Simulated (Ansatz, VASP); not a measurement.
**Two plane-wave programs on SnO**

Contents of INCAR:

```
SYSTEM = SnO
ALGO     = Normal         ! electronic algorithm
DIPOL    = 0.5 0.5 0.406
EDIFF    = 1E-7           ! SCF threshold, eV
ENCUT    = 520            ! plane-wave cutoff, eV
GGA      = PE             ! functional
IDIPOL   = 3            
ISIF     = 2              ! what is computed and relaxed
ISMEAR   = 0              ! smearing method
IVDW     = 12             ! dispersion correction
LASPH    = .True.         ! aspherical terms in the spheres
LCHARG   = .False.        ! write CHGCAR
LDIPOL   = .True.       
LREAL    = .False.        ! projectors in reciprocal space
LWAVE    = .False.        ! write WAVECAR
NBANDS   = 50             ! bands
NELM     = 60             ! most SCF steps
PREC     = Accurate       ! precision mode
SIGMA    = 0.05           ! smearing width, eV
```

The input KPOINTS:

```
k-points
0
Gamma
  7 7 1
  0 0 0
```

POSCAR

```
SnO
1.0
    3.8201528543      0.0002954551      0.0000000000
   -0.0003145191      3.8201528528      0.0000000000
    0.0000000000      0.0000000000     22.2260743460
Sn O
4 4
Direct
    0.9999452911      0.9999452911      0.2024649036
    0.4999452911      0.4999452911      0.3087831466
    0.4999452911      0.4999452911      0.5022496100
    0.9999452911      0.9999452911      0.6085678530
    0.9999461074      0.4999461074      0.2556240251
    0.4999461074      0.9999461074      0.2556240251
    0.4999444748      0.9999444748      0.5554087315
    0.9999444748      0.4999444748      0.5554087315
```

Input for Ansatz:

```yaml
crystal:
  lattice:
    - [3.8201528543, 0.0002954551, 0.0]
    - [-0.0003145191, 3.8201528528, 0.0]
    - [0.0, 0.0, 22.226074346]
  atoms:
    - { symbol: Sn, position: [0.9999452911, 0.9999452911, 0.2024649036] }
    - { symbol: O, position: [0.9999461074, 0.4999461074, 0.2556240251] }
    - { symbol: O, position: [0.4999461074, 0.9999461074, 0.2556240251] }
    - { symbol: Sn, position: [0.4999452911, 0.4999452911, 0.3087831466] }
    - { symbol: Sn, position: [0.4999452911, 0.4999452911, 0.50224961] }
    - { symbol: O, position: [0.4999444748, 0.9999444748, 0.5554087315] }
    - { symbol: O, position: [0.9999444748, 0.4999444748, 0.5554087315] }
    - { symbol: Sn, position: [0.9999452911, 0.9999452911, 0.608567853] }
basis:
  ecutwfc: 420
kpoints:
  mp_grid: { grid: [7, 7, 1] }
hamiltonian:
  xc: pbe
  pseudopotentials: { kind: paw, azcp: { folder: soft_1 } }
  dispersion: d3bj
scf:
  occupations: { method: gaussian, width: 0.05 }
output:
  forces: true
  eigenvalues: true
efield:
  axis: 3
  dipole_correction: true
  ramp_width: 0.04
```

Alike in both runs: task single point; functional PBE; dispersion D3(BJ); k mesh 7 × 7 × 1; occupations gaussian, width 0.05 eV; no spin polarisation.

|  | VASP | Ansatz |
| --- | --- | --- |
| version | VASP 6.6.1 | Ansatz 0.2.0 |
| potentials or method | VASP PAW PBE potentials, release 64 (Sn_d, O), cutoff 520 eV | scalar-relativistic, plane waves, PAW |
| valence electrons in the cell | 80 | 80 |

|  | VASP | Ansatz | Ansatz less VASP |
| --- | --- | --- | --- |
| gap on the k mesh at the Fermi level (eV) | 2.48 | 2.49 | +0.007 |
| least direct gap on the mesh (eV) | 2.57 | 2.61 | +0.042 |
| rms of the force components (eV/Å) | 0.028 | 0.015 | -0.0136 |

Ansatz's warnings: structure snapped to symmetry.
